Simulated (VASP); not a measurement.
# Br (Cmce) in VASP: single point with r2SCAN+D3(BJ)

Aim: the single point of Br with r2SCAN+D3(BJ).

Everything below comes from runs of VASP 6.6.1. Logs are shortened: lines on timing, memory, paths and dates and some standing lists are left out, and cuts for length are marked.

## (1) The cell of the first run

The structure is orthorhombic, space group Cmce (No. 64). The conventional cell has a = 6.871 Å, b = 4.203 Å, c = 8.683 Å, α = 90.00°, β = 90.00°, γ = 90.00°. Br (site symmetry m) has 1 Br at 2.35 Å within 3.1 Å.

## (2) Single point, r2SCAN+D3(BJ)

POSCAR

```
Br
1.0
    3.4356216004     -2.1013871733      0.0000000000
    3.4356216004      2.1013871733      0.0000000000
    0.0000000000      0.0000000000      8.6828793212
Br
4
Direct
    0.8566574631      0.1433425369      0.1164654362
    0.6433425369      0.3566574631      0.6164654362
    0.1433425369      0.8566574631      0.8835345638
    0.3566574631      0.6433425369      0.3835345638
```

INCAR.step1

```
SYSTEM = Br
PREC = Accurate
ENCUT = 520
ISMEAR = 0
SIGMA = 0.02
LREAL = .False.
LASPH = .True.
NELM = 60
NBANDS = 22
GGA = PE
ALGO = Normal
EDIFF = 1E-4
LWAVE = .True.
LCHARG = .False.
```

INCAR.step2

```
SYSTEM = Br
PREC = Accurate
ENCUT = 520
EDIFF = 1E-6
ISMEAR = 0
SIGMA = 0.02
LREAL = .False.
LASPH = .True.
NELM = 60
ALGO = Normal
ISIF = 2
LWAVE = .False.
LCHARG = .False.
METAGGA = R2SCAN
LMIXTAU = .True.
IVDW = 12
VDW_S6 = 1.0
VDW_S8 = 0.78981345
VDW_A1 = 0.49484001
VDW_A2 = 5.73083694
NBANDS = 22
ISTART = 1
```

KPOINTS

```
regular mesh
0
Gamma
  6 6 4
  0 0 0
```

Potentials or basis: VASP PAW PBE potentials, release 64 (Br).

Run with:

```bash
$ cat potpaw_PBE.64/Br/POTCAR > POTCAR
$ cp INCAR.step1 INCAR
$ mpirun -np 1 vasp_std > vasp.out
$ cp INCAR.step2 INCAR
$ mpirun -np 1 vasp_std > vasp.out
```

OUTCAR:

```text
SYSTEM = Br
   PREC = Accurate
   ENCUT = 520
   EDIFF = 1E-6
   ISMEAR = 0
   LREAL = .False.
   LASPH = .True.
   NELM = 60
   ISIF = 2
   METAGGA = R2SCAN
   IVDW = 12
   ISTART = 1
 IVDW          = 12

 ion  position               nearest neighbor table
   1  0.857  0.143  0.116-   3 2.35
   2  0.643  0.357  0.616-   4 2.35
   3  0.143  0.857  0.884-   1 2.35
   4  0.357  0.643  0.384-   2 2.35

  LATTYP: Found a base centered orthorhombic cell.
 ALAT       =     4.2027743466
 B/A-ratio  =     1.6349303184
 C/A-ratio  =     2.0659875133

  Lattice vectors:

 A1 = (  -3.4356216004,  -2.1013871733,   0.0000000000)
 A2 = (   3.4356216004,  -2.1013871733,   0.0000000000)
 A3 = (   0.0000000000,   0.0000000000,   8.6828793212)

Analysis of symmetry for initial positions (statically):
=====================================================================
 Subroutine PRICEL returns:
 Original cell was already a primitive cell.

 Routine SETGRP: Setting up the symmetry group for a
 base centered orthorhombic supercell.

 Subroutine GETGRP returns: Found  8 space group operations
 (whereof  4 operations were pure point group operations)
 out of a pool of  8 trial point group operations.

The static configuration has the point symmetry C_2h.
 The point group associated with its full space group is D_2h.

Analysis of symmetry for dynamics (positions and initial velocities):
=====================================================================
 Subroutine PRICEL returns:
 Original cell was already a primitive cell.

 Routine SETGRP: Setting up the symmetry group for a
 base centered orthorhombic supercell.

 Subroutine GETGRP returns: Found  8 space group operations
 (whereof  4 operations were pure point group operations)
 out of a pool of  8 trial point group operations.

The dynamic configuration has the point symmetry C_2h.
 The point group associated with its full space group is D_2h.

 Subroutine INISYM returns: Found  8 space group operations
 (whereof  4 operations are pure point group operations),
 and found     1 'primitive' translations

----------------------------------------------------------------------------------------

                                     Primitive cell

  volume of cell :     125.3733

  direct lattice vectors                    reciprocal lattice vectors
     3.435621600 -2.101387173  0.000000000     0.145534072 -0.237938066  0.000000000
     3.435621600  2.101387173  0.000000000     0.145534072  0.237938066  0.000000000
     0.000000000  0.000000000  8.682879321     0.000000000  0.000000000  0.115169169

  length of vectors
     4.027322167  4.027322167  8.682879321     0.278916994  0.278916994  0.115169169

  position of ions in fractional coordinates (direct lattice)
     0.856657463  0.143342537  0.116465436
     0.643342537  0.356657463  0.616465436
     0.143342537  0.856657463  0.883534564
     0.356657463  0.643342537  0.383534564

  ion indices of the primitive-cell ions
   primitive index   ion index
                 1           1
                 2           2
                 3           3
                 4           4

----------------------------------------------------------------------------------------

 KPOINTS: regular mesh

Automatic generation of k-mesh.
 Grid dimensions read from file:
 generate k-points for:    6    6    4

 Generating k-lattice:

  Cartesian coordinates                     Fractional coordinates (reciprocal lattice)
     0.024255679 -0.039656344  0.000000000     0.166666667 -0.000000000  0.000000000
     0.024255679  0.039656344  0.000000000    -0.000000000  0.166666667  0.000000000
     0.000000000  0.000000000  0.028792292     0.000000000  0.000000000  0.250000000

  Length of vectors
     0.046486166  0.046486166  0.028792292

  Shift w.r.t. Gamma in fractional coordinates (k-lattice)
     0.000000000  0.000000000  0.000000000

 Subroutine IBZKPT returns following result:
 ===========================================

 Found     39 irreducible k-points:

 Following reciprocal coordinates:
            Coordinates               Weight
  0.000000  0.000000  0.000000      1.000000
  0.166667  0.000000  0.000000      4.000000
  0.333333 -0.000000  0.000000      4.000000
  0.500000  0.000000  0.000000      2.000000
  0.166667  0.166667  0.000000      2.000000
  0.333333  0.166667  0.000000      4.000000
[... 16 lines left out ...]
  0.333333  0.333333  0.250000      4.000000
  0.500000  0.333333  0.250000      8.000000
 [... further k-points ...]
   k-points           NKPTS =     39   k-points in BZ     NKDIM =     39   number of bands    NBANDS=     22
   number of dos      NEDOS =    301   number of ions     NIONS =      4
   total plane-waves  NPLWV =  63000
   dimension x,y,z NGX =    30 NGY =   30 NGZ =   70
   dimension x,y,z NGXF=    60 NGYF=   60 NGZF=  140
   ions per type =               4
   NGX,Y,Z   is equivalent  to a cutoff of  12.38, 12.38, 13.40 a.u.
   NGXF,Y,Z  is equivalent  to a cutoff of  24.77, 24.77, 26.80 a.u.
 SYSTEM =  Br
   PREC   = accura    normal or accurate (medium, high low for compatibility)
   ISTART =      1    job   : 0-new  1-cont  2-samecut
   ICHARG =      0    charge: 1-file 2-atom 10-const
   ISPIN  =      1    spin polarized calculation?
   LNONCOLLINEAR =      F non collinear calculations
   LSORBIT =      F    spin-orbit coupling
   LASPH  =      T    aspherical Exc in radial PAW
   ENCUT  =  520.0 eV  38.22 Ry    6.18 a.u.   7.49  7.49 16.14*2*pi/ulx,y,z
   NELM   =     60;   NELMIN=  2; NELMDL=  0     # of ELM steps
   EDIFF  = 0.1E-05   stopping-criterion for ELM
   LREAL  =      F    real-space projection
   EDIFFG = 0.1E-04   stopping-criterion for IOM
   NSW    =      0    number of steps for IOM
   IBRION =     -1    ionic relax: 0-MD 1-quasi-New 2-CG
   NFREE  =      0    steps in history (QN), initial steepest desc. (CG)
   ISIF   =      2    stress and relaxation
   ISYM   =      2    0-nonsym 1-usesym 2-fastsym
   POTIM  = 0.5000    time-step for ionic-motion
   TEBEG  =    0.0;   TEEND  =   0.0 temperature during run
   PSTRESS=    0.0 pullay stress
   NELECT =      28.0000    total number of electrons
   NUPDOWN=      -1.0000    fix difference up-down
   EMIN   =  10.00;   EMAX   =-10.00  energy-range for DOS
   EFERMI =   0.00;   METHOD = LEGACY
   ISMEAR =     0;   SIGMA  =   0.02  broadening in eV -4-tet -1-fermi 0-gaus
   EFERMI_NEDOS =   21; number of points for ismear=-14 and -15
   IALGO  =     38    algorithm
   IMIX   =      4    mixing-type and parameters
     AMIX     =   0.40;   BMIX     =  1.00
     AMIX_MAG =   1.60;   BMIX_MAG =  1.00
  volume/ion in A,a.u.               =      31.34       211.52
  Fermi-wavevector in a.u.,A,eV,Ry     =   0.993251  1.876973 13.422801  0.986548
  Thomas-Fermi vector in A             =   2.125120
   LORBIT       =      0    0 simple, 1 ext, 2 COOP (PROOUT), +10 PAW based schemes
   METAGGA = R2SCAN    functional components
   LHFCALC =     F    Hartree Fock is set to
   AEXX    =    0.0000 exact exchange contribution
   IVDW    =    12    specifies the selected vdW correction
   LEPSILON=     F    determine dielectric tensor
   LRPA    =     F    only Hartree local field effects (RPA)
 non-spin polarized calculation
 Gauss-broadening in eV      SIGMA  =   0.02
  energy-cutoff  :      520.00
  volume of cell :      125.37
 maximum number of plane-waves:      3408
 NGX is ok and might be reduce to    30
   NGX = 15   NGY = 15   NGZ = 33

 number of electron      28.0000005 magnetization

 Free energy of the ion-electron system (eV)
  ---------------------------------------------------
  ext. energy  EPLUGINS =         0.00000000
  ---------------------------------------------------
  free energy    TOTEN  =       -53.01885100 eV

  energy without entropy =      -53.01885100  energy(sigma->0) =      -53.01885100

 E-fermi :   0.0774     XC(G=0):  -8.6810

 val. band max:       -0.0606708793   @ k =   0.0000   0.0000   0.0000
 cond. band min:       1.6075674056   @ k =   0.5000   0.5000   0.0000
 fundamental gap:      1.6682382849
 Fermi energy:         0.0774000848

 k-point     1 :       0.0000    0.0000    0.0000
  band No.  band energies     occupation
      1     -16.6353      2.00000
      2     -16.0605      2.00000
      3     -14.1464      2.00000
      4     -13.0053      2.00000
      5      -5.3913      2.00000
      6      -3.8294      2.00000
[... 14 lines left out ...]
     21      10.0129      0.00000
     22      10.4995      0.00000

 k-point     2 :       0.1667    0.0000    0.0000
  band No.  band energies     occupation
      1     -16.5421      2.00000
      2     -16.0334      2.00000
      3     -14.0711      2.00000
      4     -13.0901      2.00000
      5      -5.3812      2.00000
      6      -4.0961      2.00000
[... 14 lines left out ...]
     21       9.6148      0.00000
     22      10.1350      0.00000

 k-point     3 :       0.3333   -0.0000    0.0000
  band No.  band energies     occupation
      1     -16.3150      2.00000
      2     -16.0071      2.00000
      3     -13.8727      2.00000
      4     -13.3170      2.00000
      5      -5.3976      2.00000
      6      -4.7722      2.00000
[... 14 lines left out ...]
     21       9.9749      0.00000
     22      10.8208      0.00000
[... 476 lines left out ...]
 k-point    23 :       0.3333    0.3333    0.2500
  band No.  band energies     occupation
      1     -16.3867      2.00000
      2     -16.0262      2.00000
      3     -13.8143      2.00000
      4     -13.1108      2.00000
      5      -5.0735      2.00000
      6      -4.2358      2.00000
[... 14 lines left out ...]
     21       9.8244      0.00000
     22      10.3534      0.00000

 k-point    24 :       0.5000    0.3333    0.2500
  band No.  band energies     occupation
      1     -16.2880      2.00000
      2     -15.9829      2.00000
      3     -13.7597      2.00000
      4     -13.1863      2.00000
      5      -5.0966      2.00000
      6      -4.4462      2.00000
[... 14 lines left out ...]
     21       9.9486      0.00000
     22      10.5341      0.00000

 [... further k-points ...]

------------------------ aborting loop because EDIFF is reached ----------------------------------------

 Edisp (eV)   -0.44145

 E8    (eV) :    -0.1337

  FORCE on cell =-STRESS in cart. coord.  units (eV):
  Direction    XX          YY          ZZ          XY          YZ          ZX
  --------------------------------------------------------------------------------------
  -------------------------------------------------------------------------------------
  Total      -0.02942    -0.04473    -0.03161     0.00000     0.00000     0.00000
  in kB      -0.37593    -0.57159    -0.40395     0.00000     0.00000     0.00000
  external pressure =       -0.45 kB  Pullay stress =        0.00 kB

 VOLUME and BASIS-vectors are now :
 -----------------------------------------------------------------------------
  energy-cutoff  :      520.00
  volume of cell :      125.37
      direct lattice vectors                 reciprocal lattice vectors
     3.435621600 -2.101387173  0.000000000     0.145534072 -0.237938066  0.000000000
     3.435621600  2.101387173  0.000000000     0.145534072  0.237938066  0.000000000
     0.000000000  0.000000000  8.682879321     0.000000000  0.000000000  0.115169169

 POSITION                                       TOTAL-FORCE (eV/Angst)
 -----------------------------------------------------------------------------------
      3.43562     -1.49895      1.01126         0.000000     -0.001415     -0.002106
      3.43562     -0.60244      5.35269         0.000000      0.001415     -0.002106
      3.43562      1.49895      7.67162         0.000000      0.001415      0.002106
      3.43562      0.60244      3.33018         0.000000     -0.001415      0.002106
 -----------------------------------------------------------------------------------
    total drift:                               -0.000000     -0.000000     -0.000000

  FREE ENERGIE OF THE ION-ELECTRON SYSTEM (eV)
  ---------------------------------------------------
  free  energy   TOTEN  =       -53.4603044422 eV

  energy  without entropy=      -53.4603044422  energy(sigma->0) =      -53.46030444
```

Run time: 3.6 min. Hardware: 1 thread of Intel Xeon Platinum 8488C (Sapphire Rapids), shared host; peak memory 0.28 GiB.

Results:

```
Free energy                : -53.4603 eV
Pressure                   : 0.0 GPa
Band gap on the k mesh     : 1.67 eV, indirect (least direct gap 1.68 eV)
Dispersion energy per atom : -0.110 eV
```

Forces on the atoms (eV/Å):
```
Br   0.000 -0.001 -0.002
Br   0.000  0.001 -0.002
Br   0.000  0.001  0.002
Br   0.000 -0.001  0.002
```

Caveat: the PAW data sets were made with another functional, which shifts forces and pressure a little. A k mesh can miss the band edges.
